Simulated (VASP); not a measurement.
Runs of VASP 6.6.1 on Ga2N. The structure is that of space group Fm-3m (No. 225), or close to it. The cells are those of the table. 

```tsv
task	cell	k mesh	cutoff (eV)	k mesh for the DOS	occupations for the DOS	gap on the mesh (eV)	pressure (GPa)	relaxed volume (Å³/atom)
single point	a = 4.020 Å, angles 60.0°, 3 atoms	6 × 6 × 6	520	-	-	none	0.1	-
relaxation of cell and atoms	relaxed from a = 4.020 Å, angles 60.0°, 3 atoms	14 × 14 × 14	600	-	-	none	0.1	15.45
relaxation of cell and atoms	relaxed from a = 4.304 Å, angles 60.0°, 3 atoms	6 × 6 × 6	600	-	-	none	0.1	(a)
single point	a = 4.032 Å, angles 60.0°, 3 atoms	14 × 14 × 14	520	-	-	none	0.1	-
```

Alike in all rows: level PBE; potentials or basis VASP PAW PBE potentials, release 64 (Ga_d, N); no spin polarisation; smearing gaussian 0.1 eV.

Problem. Fill in the values left out.

Solution. (a) 15.29.

Caveats: the volume moved by over 15 % at a fixed basis, so the end points are rough (some runs).

A k mesh can miss the band edges, and the runs leave out spin-orbit coupling on Ga.

A gap of «none» marks levels without a gap at the run's occupations.
